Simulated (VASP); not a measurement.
WSe2, 3 atoms in the cell. The cell holds a slab with vacuum, 3 atoms: a = 3.270 Å, b = 3.270 Å, c = 16.161 Å, α = 90.00°, β = 90.00°, γ = 120.00°.  This cell differs from its parent crystal: strain +0.000 along x and y, -0.030 along z.

```yaml
Program: VASP 6.6.1
Task: single point
Functional: PBEsol
Potentials_or_basis: VASP PAW PBE potentials, release 64 (W_sv, Se)
Cutoff: 520 eV
k_mesh: 12 × 12 × 2
Occupations: gaussian, width 0.05 eV
Spin: no spin polarisation
Dipole_correction: no
Further_INCAR_settings: ALGO = Normal; EDIFF = 1e-07; NBANDS = 20
```

Potentials or basis: VASP PAW PBE potentials, release 64 (W_sv, Se).

Command:

```sh
$ cat potpaw_PBE.64/W_sv/POTCAR potpaw_PBE.64/Se/POTCAR > POTCAR
$ mpirun -np 1 vasp_std > vasp.out
```

Hardware: 1 thread of AMD EPYC 7R13, with other jobs on the host.

Task: How long does it take, and how much memory?

Result: It took 4 min on 1 thread of AMD EPYC 7R13, on a shared host, peak memory 0.28 GiB. Counts: scf iterations 21, k points 38.
